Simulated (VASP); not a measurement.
Set up this calculation in VASP 6.6.1, as the native input.

| Property | Result |
| --- | --- |
| Task | single point |
| Functional | PBE |
| Potentials or basis | VASP PAW PBE potentials, release 64 (Hf_pv, Si, Se) |
| Cutoff | 520 eV |
| k mesh | 4 × 3 × 3 |
| Occupations | gaussian, width 0.1 eV |
| Spin | no spin polarisation |
| Dipole correction | no |
| Further INCAR settings | ALGO = Normal; EDIFF = 1e-07; NBANDS = 29 |

The structure of HfSiSe lies in POSCAR:

```
HfSiSe
1.0
    4.4769400000     -0.8163490000      1.1737690000
   -0.4541850000      4.7548660000     -1.4291260000
    0.5699830000      1.4966310000      5.1799490000
Hf Si Se
2 2 2
Direct
    0.6022280345      0.5273884531      0.3549283888
    0.2888720915      0.6048850400      0.9390765878
    0.9545530378      0.7638734656      0.6630060770
    0.0134500442      0.0304907708      0.0315999073
    0.6001608623      0.2030211215      0.9284609845
    0.8128717674      0.1095182963      0.4689200151
```

The input as run:

INCAR

```
SYSTEM = HfSiSe
PREC = Accurate
ENCUT = 520
EDIFF = 1E-7
ISMEAR = 0
SIGMA = 0.1
LREAL = .FALSE.
LASPH = .TRUE.
NELM = 60
ALGO = Normal
ISIF = 2
LWAVE = .FALSE.
LCHARG = .TRUE.
GGA = PE
LELF = .TRUE.
LVHAR = .TRUE.
NBANDS = 29
```

KPOINTS

```
Automatic mesh
0
G
  4 3 3
  0 0 0
```

Potentials or basis: VASP PAW PBE potentials, release 64 (Hf_pv, Si, Se).

The run is started by

```console
$ cat potpaw_PBE.64/Hf_pv/POTCAR potpaw_PBE.64/Si/POTCAR potpaw_PBE.64/Se/POTCAR > POTCAR
$ mpirun -np 1 vasp_std > vasp.out
```

Results of the run:

| Quantity | Value |
| --- | --- |
| Pressure | 8.2 GPa |
| Largest force | 2.905 eV/Å |
| Band gap on the k mesh | zero (bands 20 and 21 overlap by 0.51 eV) |

Caveat: the k points lie up to 0.45 Å⁻¹ apart, too coarse for converged energies and pressures of a metal; spin-orbit coupling is left out, which moves the levels of the heavy elements.

Run time: 74 s on 1 thread of Intel(R) Xeon(R) Platinum 8259CL CPU @ 2.50GHz (Skylake/Cascade Lake), on a shared host, peak memory 0.26 GiB.
